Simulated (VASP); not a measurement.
Input of a VASP 6.6.1 run:

File INCAR:

```
SYSTEM = AlRu
PREC = Accurate
ENCUT = 520
EDIFF = 1E-6
ISMEAR = 0
SIGMA = 0.15
LREAL = .False.
LASPH = .True.
NELM = 60
ALGO = Fast
ISIF = 2
LWAVE = .False.
LCHARG = .False.
GGA = PE
NBANDS = 16
```

KPOINTS

```
regular mesh
0
Gamma
  16 16 16
  0 0 0
```

File POSCAR:

```
AlRu
1.0
    3.0215160000      0.0000000000      0.0000000000
    0.0000000000      2.9916000000      0.0000000000
    0.0000000000      0.0000000000      2.9916000000
Al Ru
1 1
Direct
    0.0000000000      0.0000000000      0.0000000000
    0.5000000000      0.5000000000      0.5000000000
```

Potentials or basis: VASP PAW PBE potentials, release 64 (Al, Ru_pv).

The run is started by

```sh
$ cat potpaw_PBE.64/Al/POTCAR potpaw_PBE.64/Ru_pv/POTCAR > POTCAR
$ mpirun -np 1 vasp_std > vasp.out
```

(1) Estimate the pressure.

Answers

(1) 0.5 GPa.

Caveat: the cell differs from its parent crystal (strain +0.0100 x Voigt [1, 0, 0, 0, 0, 0]).
